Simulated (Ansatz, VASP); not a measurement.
PbO in VASP and in Ansatz

```
CELL_PARAMETERS angstrom
4.19966 0.00000 0.00000
-2.09983 3.63701 0.00000
0.00000 0.00000 5.85094
ATOMIC_POSITIONS crystal
Pb 0.66667 0.33333 0.01442
Pb 0.33333 0.66667 0.51442
O 0.66667 0.33333 0.61078
O 0.33333 0.66667 0.11078
```

Alike in both runs: task single point; functional r2SCAN; k mesh 10 × 10 × 6; occupations gaussian, width 0.05 eV; no spin polarisation.

|  | VASP | Ansatz |
| --- | --- | --- |
| version | VASP 6.6.1 | Ansatz 0.2.0 |
| potentials or method | VASP PAW PBE potentials, release 64 (Pb_d, O), cutoff 520 eV | scalar-relativistic, plane waves, PAW |
| valence electrons in the cell | 40 | 40 |

Ansatz gave:

| Property | Result |
| --- | --- |
| gap on the k mesh at the Fermi level (eV) | 2.10 |
| least direct gap on the mesh (eV) | 2.51 |
| pressure (GPa) | -2.3 |
| traceless stress, the component that is largest in VASP (GPa) | -0.56 |
| rms of the force components (eV/Å) | 0.044 |

Problem. Which values does VASP return?

Solution. gap on the k mesh at the Fermi level (eV): 2.10; least direct gap on the mesh (eV): 2.51; pressure (GPa): -2.1; traceless stress, the component that is largest in VASP (GPa): -0.48; rms of the force components (eV/Å): 0.026.

VASP's potentials were made for PBE, not for r2SCAN. Atom by atom the forces differ by 0.017 eV/Å (rms over components). With one functional, cell and mesh, what is left measures potentials, basis and numerics.

Spin-orbit coupling is off throughout.
